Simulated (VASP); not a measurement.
# SiHC (P4_2/mmc) in VASP: further runs

The runs below take SiHC through single point, relaxation of cell and atoms, with PBE.

All numbers are computed with VASP 6.6.1; they aren't measurements. Logs are shortened: lines on timing, memory, paths and dates and some standing lists are left out, and cuts for length are marked.

**1. The cell of the first run**

The structure is tetragonal, space group P4_2/mmc (No. 131). Conventional cell: a = 2.972 Å, b = 2.972 Å, c = 5.531 Å, α = 90.00°, β = 90.00°, γ = 90.00°. Within 2.8 Å of Si (site symmetry -4m2) lie 4 C at 2.03 Å and 8 H at 2.52 Å and 2 Si at 2.77 Å. H (site symmetry mmm) has 2 C at 1.49 Å within 2.0 Å. Within 2.1 Å of C (site symmetry mmm) lie 2 H at 1.49 Å and 4 Si at 2.03 Å.

The cell was generated, and may not be a known phase.

**2. Single point, PBE**

The input, INCAR:

```
  ALGO = Normal
  EDIFF = 1E-7
  ENCUT = 520
  GGA = PE
  ISIF = 2
  ISMEAR = 0
  LASPH = T
  LCHARG = F
  LREAL = F
  LWAVE = F
  NBANDS = 18
  NELM = 80
  PREC = Accurate
  SIGMA = 0.1
```

The input, KPOINTS:

```
k-points
0
Gamma
  12 12 8
```

The input, POSCAR:

```
SiHC
1.0
    2.9716062535      0.0000000000      0.0000000000
    0.0000000000      2.9716062535      0.0000000000
    0.0000000000      0.0000000000      5.5307075752
Si H C
2 2 2
Direct
    0.0000000000      0.0000000000      0.7500000000
    0.0000000000      0.0000000000      0.2500000000
    0.5000000000      0.5000000000      0.0000000000
    0.5000000000      0.5000000000      0.5000000000
    0.5000000000      0.0000000000      0.5000000000
    0.0000000000      0.5000000000      0.0000000000
```

Potentials or basis: VASP PAW PBE potentials, release 64 (Si, H, C).

Started as:

```console
$ cat potpaw_PBE.64/Si/POTCAR potpaw_PBE.64/H/POTCAR potpaw_PBE.64/C/POTCAR > POTCAR
$ mpirun -np 1 vasp_std > vasp.out
```

OUTCAR:

```text
EDIFF = 1E-7
   ENCUT = 520
   GGA = PE
   ISIF = 2
   ISMEAR = 0
   LASPH = T
   LREAL = F
   NELM = 80
   PREC = Accurate

 ion  position               nearest neighbor table
   1  0.000  0.000  0.750-   5 2.03   6 2.03   6 2.03   5 2.03   2 2.77   2 2.77
   2  0.000  0.000  0.250-   5 2.03   6 2.03   6 2.03   5 2.03   1 2.77   1 2.77
   3  0.500  0.500  0.000-
   4  0.500  0.500  0.500-
   5  0.500  0.000  0.500-   1 2.03   2 2.03   1 2.03   2 2.03
   6  0.000  0.500  0.000-   1 2.03   2 2.03   1 2.03   2 2.03

  LATTYP: Found a simple tetragonal cell.
 ALAT       =     2.9716062535
 C/A-ratio  =     1.8611845256

  Lattice vectors:

 A1 = (   2.9716062535,   0.0000000000,   0.0000000000)
 A2 = (   0.0000000000,   2.9716062535,   0.0000000000)
 A3 = (   0.0000000000,   0.0000000000,   5.5307075752)

Analysis of symmetry for initial positions (statically):
=====================================================================
 Subroutine PRICEL returns:
 Original cell was already a primitive cell.

 Routine SETGRP: Setting up the symmetry group for a
 simple tetragonal supercell.

 Subroutine GETGRP returns: Found 16 space group operations
 (whereof  8 operations were pure point group operations)
 out of a pool of 16 trial point group operations.

The static configuration has the point symmetry D_2h.
 The point group associated with its full space group is D_4h.

Analysis of symmetry for dynamics (positions and initial velocities):
=====================================================================
 Subroutine PRICEL returns:
 Original cell was already a primitive cell.

 Routine SETGRP: Setting up the symmetry group for a
 simple tetragonal supercell.

 Subroutine GETGRP returns: Found 16 space group operations
 (whereof  8 operations were pure point group operations)
 out of a pool of 16 trial point group operations.

The dynamic configuration has the point symmetry D_2h.
 The point group associated with its full space group is D_4h.

 Subroutine INISYM returns: Found 16 space group operations
 (whereof  8 operations are pure point group operations),
 and found     1 'primitive' translations

----------------------------------------------------------------------------------------

                                     Primitive cell

  volume of cell :      48.8386

  direct lattice vectors                    reciprocal lattice vectors
     2.971606254  0.000000000  0.000000000     0.336518339  0.000000000  0.000000000
     0.000000000  2.971606254  0.000000000     0.000000000  0.336518339  0.000000000
     0.000000000  0.000000000  5.530707575     0.000000000  0.000000000  0.180808692

  length of vectors
     2.971606254  2.971606254  5.530707575     0.336518339  0.336518339  0.180808692

  position of ions in fractional coordinates (direct lattice)
     0.000000000  0.000000000  0.750000000
     0.000000000  0.000000000  0.250000000
     0.500000000  0.500000000  0.000000000
     0.500000000  0.500000000  0.500000000
     0.500000000  0.000000000  0.500000000
     0.000000000  0.500000000  0.000000000

  ion indices of the primitive-cell ions
   primitive index   ion index
                 1           1
                 2           2
                 3           3
                 4           4
                 5           5
                 6           6

----------------------------------------------------------------------------------------

 KPOINTS: k-points

Automatic generation of k-mesh.
 Grid dimensions read from file:
 generate k-points for:   12   12    8

 Generating k-lattice:

  Cartesian coordinates                     Fractional coordinates (reciprocal lattice)
     0.028043195  0.000000000  0.000000000     0.083333333  0.000000000  0.000000000
     0.000000000  0.028043195  0.000000000     0.000000000  0.083333333  0.000000000
     0.000000000  0.000000000  0.022601086     0.000000000  0.000000000  0.125000000

  Length of vectors
     0.028043195  0.028043195  0.022601086

  Shift w.r.t. Gamma in fractional coordinates (k-lattice)
     0.000000000  0.000000000  0.000000000

 Subroutine IBZKPT returns following result:
 ===========================================

 Found    140 irreducible k-points:

 Following reciprocal coordinates:
            Coordinates               Weight
  0.000000  0.000000  0.000000      1.000000
  0.083333  0.000000  0.000000      4.000000
  0.166667  0.000000  0.000000      4.000000
  0.250000  0.000000  0.000000      4.000000
  0.333333  0.000000  0.000000      4.000000
  0.416667  0.000000  0.000000      4.000000
[... 16 lines left out ...]
  0.333333  0.333333  0.000000      4.000000
  0.416667  0.333333  0.000000      8.000000
 [... further k-points ...]
   k-points           NKPTS =    140   k-points in BZ     NKDIM =    140   number of bands    NBANDS=     18
   number of dos      NEDOS =    301   number of ions     NIONS =      6
   total plane-waves  NPLWV =  24192
   dimension x,y,z NGX =    24 NGY =   24 NGZ =   42
   dimension x,y,z NGXF=    48 NGYF=   48 NGZF=   84
   ions per type =               2   2   2
   NGX,Y,Z   is equivalent  to a cutoff of  13.43, 13.43, 12.62 a.u.
   NGXF,Y,Z  is equivalent  to a cutoff of  26.85, 26.85, 25.25 a.u.
 SYSTEM =  unknown system
   PREC   = accura    normal or accurate (medium, high low for compatibility)
   ISTART =      0    job   : 0-new  1-cont  2-samecut
   ICHARG =      2    charge: 1-file 2-atom 10-const
   ISPIN  =      1    spin polarized calculation?
   LNONCOLLINEAR =      F non collinear calculations
   LSORBIT =      F    spin-orbit coupling
   LASPH  =      T    aspherical Exc in radial PAW
   ENCUT  =  520.0 eV  38.22 Ry    6.18 a.u.   5.53  5.53 10.28*2*pi/ulx,y,z
   NELM   =     80;   NELMIN=  2; NELMDL= -5     # of ELM steps
   EDIFF  = 0.1E-06   stopping-criterion for ELM
   LREAL  =      F    real-space projection
   EDIFFG = 0.1E-05   stopping-criterion for IOM
   NSW    =      0    number of steps for IOM
   IBRION =     -1    ionic relax: 0-MD 1-quasi-New 2-CG
   NFREE  =      0    steps in history (QN), initial steepest desc. (CG)
   ISIF   =      2    stress and relaxation
   ISYM   =      2    0-nonsym 1-usesym 2-fastsym
   POTIM  = 0.5000    time-step for ionic-motion
   TEBEG  =    0.0;   TEEND  =   0.0 temperature during run
   PSTRESS=    0.0 pullay stress
   NELECT =      18.0000    total number of electrons
   NUPDOWN=      -1.0000    fix difference up-down
   EMIN   =  10.00;   EMAX   =-10.00  energy-range for DOS
   EFERMI =   0.00;   METHOD = LEGACY
   ISMEAR =     0;   SIGMA  =   0.10  broadening in eV -4-tet -1-fermi 0-gaus
   EFERMI_NEDOS =   21; number of points for ismear=-14 and -15
   IALGO  =     38    algorithm
   IMIX   =      4    mixing-type and parameters
     AMIX     =   0.40;   BMIX     =  1.00
     AMIX_MAG =   1.60;   BMIX_MAG =  1.00
  volume/ion in A,a.u.               =       8.14        54.93
  Fermi-wavevector in a.u.,A,eV,Ry     =   1.173756  2.218078 18.744798  1.377704
  Thomas-Fermi vector in A             =   2.310164
   LORBIT       =      0    0 simple, 1 ext, 2 COOP (PROOUT), +10 PAW based schemes
   GGA     = PE    functional components
   LHFCALC =     F    Hartree Fock is set to
   AEXX    =    0.0000 exact exchange contribution
   IVDW    =     0    specifies the selected vdW correction
   LEPSILON=     F    determine dielectric tensor
   LRPA    =     F    only Hartree local field effects (RPA)
 non-spin polarized calculation
 Gauss-broadening in eV      SIGMA  =   0.10
  energy-cutoff  :      520.00
  volume of cell :       48.84
 maximum number of plane-waves:      1341
 NGX is ok and might be reduce to    24
   NGX = 11   NGY = 11   NGZ = 21

 number of electron      18.0000001 magnetization

 Free energy of the ion-electron system (eV)
  ---------------------------------------------------
  ext. energy  EPLUGINS =         0.00000000
  ---------------------------------------------------
  free energy    TOTEN  =       -30.63759454 eV

  energy without entropy =      -30.62875146  energy(sigma->0) =      -30.63317300

 E-fermi :   9.3931     XC(G=0): -11.3134

 val. band max:        9.3912002885   @ k =   0.5000   0.1667   0.3750
 cond. band min:       9.4047858763   @ k =   0.4167   0.1667   0.5000
 fundamental gap:      0.0135855878
 Fermi energy:         9.3931207733

 k-point     1 :       0.0000    0.0000    0.0000
  band No.  band energies     occupation
      1      -8.3331      2.00000
      2      -5.5752      2.00000
      3      -2.2103      2.00000
      4       5.2343      2.00000
      5       5.2343      2.00000
      6       5.3031      2.00000
[... 10 lines left out ...]
     17      16.2131      0.00000
     18      18.5543      0.00000

 k-point     2 :       0.0833    0.0000    0.0000
  band No.  band energies     occupation
      1      -8.2345      2.00000
      2      -5.4970      2.00000
      3      -2.1084      2.00000
      4       4.2263      2.00000
      5       5.2454      2.00000
      6       5.2899      2.00000
[... 10 lines left out ...]
     17      16.1965      0.00000
     18      18.2022      0.00000

 k-point     3 :       0.1667    0.0000    0.0000
  band No.  band energies     occupation
      1      -7.9410      2.00000
      2      -5.2722      2.00000
      3      -1.8049      2.00000
      4       2.5281      2.00000
      5       4.5981      2.00000
      6       5.0158      2.00000
[... 10 lines left out ...]
     17      16.7094      0.00000
     18      17.4589      0.00000

 k-point     4 :       0.2500    0.0000    0.0000
  band No.  band energies     occupation
      1      -7.4599      2.00000
      2      -4.9407      2.00000
      3      -1.3083      2.00000
      4       0.8976      2.00000
      5       2.9519      2.00000
      6       4.4893      2.00000
[... 375 lines left out ...]
      4      -0.1003      2.00000
      5       1.5744      2.00000
      6       2.5883      2.00000
[... 10 lines left out ...]
     17      17.7601      0.00000
     18      17.8319      0.00000

 k-point    23 :       0.3333    0.3333    0.0000
  band No.  band energies     occupation
      1      -5.3134      2.00000
      2      -3.5198      2.00000
      3       0.0449      2.00000
      4       0.8865      2.00000
      5       1.4898      2.00000
      6       2.1017      2.00000
[... 10 lines left out ...]
     17      18.4917      0.00000
     18      18.7214      0.00000

 k-point    24 :       0.4167    0.3333    0.0000
  band No.  band energies     occupation
      1      -4.5542      2.00000
      2      -3.3446      2.00000
      3      -0.3958      2.00000
      4       0.8730      2.00000
      5       1.6458      2.00000
      6       1.6809      2.00000
[... 10 lines left out ...]
     17      18.1619      0.00000
     18      18.9709      0.00000

 [... further k-points ...]
[... 5 lines left out ...]
  --------------------------------------------------------------------------------------
  -------------------------------------------------------------------------------------
  Total       -0.0111154     -0.0111154     -0.0089405     -0.0000000      0.0000000      0.0000000
  in kB       -0.3646468     -0.3646468     -0.2932973     -0.0000000      0.0000000      0.0000000
  external PRESSURE =      -0.3408637 kB  Pullay stress =       0.0000000 kB

 VOLUME and BASIS-vectors are now :
 -----------------------------------------------------------------------------
  energy-cutoff  :      520.00
  volume of cell :       48.84
      direct lattice vectors                 reciprocal lattice vectors
     2.971606254  0.000000000  0.000000000     0.336518339  0.000000000  0.000000000
     0.000000000  2.971606254  0.000000000     0.000000000  0.336518339  0.000000000
     0.000000000  0.000000000  5.530707575     0.000000000  0.000000000  0.180808692

 POSITION                                       TOTAL-FORCE (eV/Angst)
 -----------------------------------------------------------------------------------
      0.00000      0.00000      4.14803         0.000000     -0.000000     -0.000000
      0.00000      0.00000      1.38268        -0.000000     -0.000000     -0.000000
      1.48580      1.48580      0.00000         0.000000      0.000000      0.000000
      1.48580      1.48580      2.76535         0.000000      0.000000      0.000000
      1.48580      0.00000      2.76535         0.000000      0.000000      0.000000
      0.00000      1.48580      0.00000         0.000000      0.000000      0.000000
 -----------------------------------------------------------------------------------
    total drift:                                0.000000     -0.000000     -0.000000

  FREE ENERGIE OF THE ION-ELECTRON SYSTEM (eV)
  ---------------------------------------------------
  free  energy   TOTEN  =       -30.6375945367 eV

  energy  without entropy=      -30.6287514585  energy(sigma->0) =      -30.63317300
```

Wall time 2.4 min (1 thread of Intel Xeon 8259CL, shared host); peak memory 0.24 GiB.

Results:

- Free energy: -30.6376 eV
- Pressure: 0.0 GPa
- Band gap on the k mesh: zero (bands 9 and 10 overlap by 3.51 eV)

Levels at points of the mesh, in eV from the Fermi level:
```
           k point  band 7  band 8  band 9  band 10  band 11  band 12
(0.00, 0.00, 0.00)   -2.05   -2.05   -1.72    -0.10     0.93     1.06
(0.50, 0.00, 0.00)   -3.16   -1.34    0.94     1.02     3.13     3.35
(0.50, 0.50, 0.00)   -6.09   -6.09   -3.51    -1.98    -1.98     1.82
(0.00, 0.00, 0.50)   -2.67   -2.67   -0.36    -0.36     1.50     1.50
(0.50, 0.00, 0.50)   -3.13   -2.65   -1.32    -0.77     2.07     3.64
(0.50, 0.50, 0.50)   -6.62   -6.62    0.20     0.20     0.45     0.45
```

(Continued in part 2 of 2.)
